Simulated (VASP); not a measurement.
Here is a VASP 6.6.1 calculation.

Contents of INCAR:

```
SYSTEM = ZnS
ALGO = Normal ; EDIFF = 1E-7
ENCUT = 520 ; GGA = PE
ISIF = 2 ; ISMEAR = -1
LASPH = .TRUE. ; LCHARG = .TRUE.
LELF = .TRUE. ; LREAL = .FALSE.
LVHAR = .TRUE. ; LWAVE = .FALSE.
NBANDS = 16 ; NELM = 100
PREC = Accurate ; SIGMA = 0.02
```

KPOINTS

```
k-points
0
G
  8 8 8
  0 0 0
```

File POSCAR:

```
ZnS
1.0
    0.0000000000      2.6940955531      2.6940955531
    2.6940955531      0.0000000000      2.6940955531
    2.6940955531      2.6940955531      0.0000000000
Zn S
1 1
Direct
    0.2500000000      0.2500000000      0.2500000000
    0.0000000000      0.0000000000      0.0000000000
```

Potentials or basis: VASP PAW PBE potentials, release 64 (Zn, S).

Launch:

```console
$ cat potpaw_PBE.64/Zn/POTCAR potpaw_PBE.64/S/POTCAR > POTCAR
$ mpirun -np 1 vasp_std > vasp.out
```

Problem. Predict the pressure.

Solution. 2.5 GPa.

Problem. Predict the band gap on the k mesh.

Solution. 2.15 eV, direct.

**The experiment to reproduce.**

From “Electronic, vibrational, and thermodynamic properties of ZnS (zincblende and rocksalt structure)”, 2009, arxiv:0911.5022, for a bulk crystal of ZnS at 19 K: band gap 3.85 eV (direct).

A measured gap of ZnS is 3.85 eV (direct; 19 K; quoted in “Electronic, vibrational, and thermodynamic properties of ZnS (zincblende and rocksalt structure)”, 2009, arxiv:0911.5022); the calculated 2.15 eV misses it by -1.70 eV. The value is that of PBE, without temperature or zero-point motion. Semilocal functionals fall short of measured gaps as a rule.
